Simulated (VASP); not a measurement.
Wanted: the native input for a VASP 6.6.1 run.

```
Task                   : relaxation of the atoms
Functional             : PBE
Potentials or basis    : VASP PAW PBE potentials, release 64 (Pb_d, Se)
Cutoff                 : 520 eV
k mesh                 : 8 × 8 × 8
Occupations            : fermi-dirac, width 0.02 eV
Spin                   : no spin polarisation
Dipole correction      : no
Further INCAR settings : ALGO = Normal; EDIFF = 1e-07; IBRION = 2; EDIFFG = -0.02; NSW = 80
```

The structure of PbSe (Clausthalite) lies in POSCAR:

```
PbSe
1.0
    0.0000000000      3.0606500000      3.0606500000
    3.0606500000      0.0000000000      3.0606500000
    3.0606500000      3.0606500000      0.0000000000
Pb Se
1 1
Direct
    0.0000000000      0.0000000000      0.0000000000
    0.5000000000      0.5000000000      0.5000000000
```

The input as run:

INCAR

```
SYSTEM = PbSe
PREC     = Accurate       ! precision mode
ENCUT    = 520            ! plane-wave cutoff, eV
EDIFF    = 1E-7           ! SCF threshold, eV
ISMEAR   = -1             ! smearing method
SIGMA    = 0.02           ! smearing width, eV
LREAL    = .False.        ! projectors in reciprocal space
LASPH    = .True.         ! aspherical terms in the spheres
NELM     = 60             ! most SCF steps
ALGO     = Normal         ! electronic algorithm
ISIF     = 2              ! what is computed and relaxed
LWAVE    = .False.        ! write WAVECAR
LCHARG   = .False.        ! write CHGCAR
GGA      = PE             ! functional
IBRION   = 2              ! ionic algorithm
NSW      = 80             ! ionic steps
EDIFFG   = -0.02          ! ionic threshold
```

KPOINTS

```
Automatic mesh
0
Gamma
  8 8 8
  0 0 0
```

Potentials or basis: VASP PAW PBE potentials, release 64 (Pb_d, Se).

Run with:

```sh
$ cat potpaw_PBE.64/Pb_d/POTCAR potpaw_PBE.64/Se/POTCAR > POTCAR
$ mpirun -np 1 vasp_std > vasp.out
```

It gave:

The pressure after relaxing is 2.4 GPa. The band gap on the k mesh is 0.29 eV, direct.

Caveat: the relaxation stopped at its first step, so nothing moved; spin-orbit coupling is left out, which moves the levels of the heavy elements.

Wall time 38 s on 1 thread of AMD EPYC 7R13, with other jobs on the host, peak memory 0.16 GiB.
